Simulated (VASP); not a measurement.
Input of a VASP 6.6.1 run:

The input INCAR:

```
SYSTEM = SrTiO3
PREC     = Accurate       ! precision mode
ENCUT    = 520            ! plane-wave cutoff, eV
EDIFF    = 1E-7           ! SCF threshold, eV
ISMEAR   = -1             ! smearing method
SIGMA    = 0.02           ! smearing width, eV
LREAL    = .FALSE.        ! projectors in reciprocal space
LASPH    = .TRUE.         ! aspherical terms in the spheres
NELM     = 80             ! most SCF steps
ALGO     = Normal         ! electronic algorithm
ISIF     = 2              ! what is computed and relaxed
LWAVE    = .FALSE.        ! write WAVECAR
LCHARG   = .FALSE.        ! write CHGCAR
GGA      = PE             ! functional
NBANDS   = 28             ! bands
```

Contents of KPOINTS:

```
regular mesh
0
G
  6 6 6
  0 0 0
```

POSCAR

```
SrTiO3
1.0
    3.9068515433      0.0000000000      0.0000000000
    0.0000000000      3.9068515433      0.0000000000
    0.0000000000      0.0000000000      3.9068515433
Sr Ti O
1 1 3
Direct
    0.0000000000      0.0000000000      0.0000000000
    0.5000000000      0.5000000000      0.5000000000
    0.5000000000      0.0000000000      0.5000000000
    0.5000000000      0.5000000000      0.0000000000
    0.0000000000      0.5000000000      0.5000000000
```

Potentials or basis: VASP PAW PBE potentials, release 64 (Sr_sv, Ti_sv, O).

Launch:

```sh
$ cat potpaw_PBE.64/Sr_sv/POTCAR potpaw_PBE.64/Ti_sv/POTCAR potpaw_PBE.64/O/POTCAR > POTCAR
$ mpirun -np 1 vasp_std > vasp.out
```

**Question.** What does it give for the band gap on the k mesh?

**Answer.** 1.85 eV, indirect (least direct gap 2.21 eV).

**Question.** Predict the pressure.

**Answer.** 4.7 GPa.

A k mesh can miss the band edges. As with any semilocal functional, this PBE gap is likely too small.
